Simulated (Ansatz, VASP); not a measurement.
## One calculation of Zr, two programs

```xyz
5
Lattice="3.1834 0.0000 0.0000 -1.5917 2.7569 0.0000 0.0000 0.0000 25.2353" Properties=species:S:1:pos:R:3 pbc="T T T"
Zr    0.0000    1.8380    7.6086
Zr    1.5917    0.9190   10.0002
Zr    0.0000    1.8380   12.6176
Zr    1.5917    0.9190   15.2351
Zr    0.0000    1.8380   17.6266
```

Alike in both runs: functional PBEsol; k mesh 12 × 12 × 1; occupations gaussian, width 0.1 eV; no spin polarisation.

Ansatz relaxed the structure, and its values are those at the end. VASP's run is a single point on that final structure, the one shown.

```csv
,VASP,Ansatz
version,VASP 6.6.1,Ansatz 0.2.0
potentials or method,"VASP PAW PBE potentials, release 64 (Zr_sv), cutoff 520 eV","scalar-relativistic, plane waves, PAW"
valence electrons in the cell,60,60
```

|  | VASP | Ansatz | Ansatz less VASP |
| --- | --- | --- | --- |
| gap on the k mesh at the Fermi level (eV) | none | none | - |
| rms of the force components (eV/Å) | 0.007 | 0.006 | -0.0016 |
| work function, face that differs most (eV) | 4.29 | 4.29 | 0.000 |

VASP's potentials were made for PBE, not for PBEsol. A gap of «none» marks a metal or a gap that the smearing closes. With one functional, cell and mesh, what is left measures potentials, basis and numerics. Ansatz's warnings: vacuum density over bound.
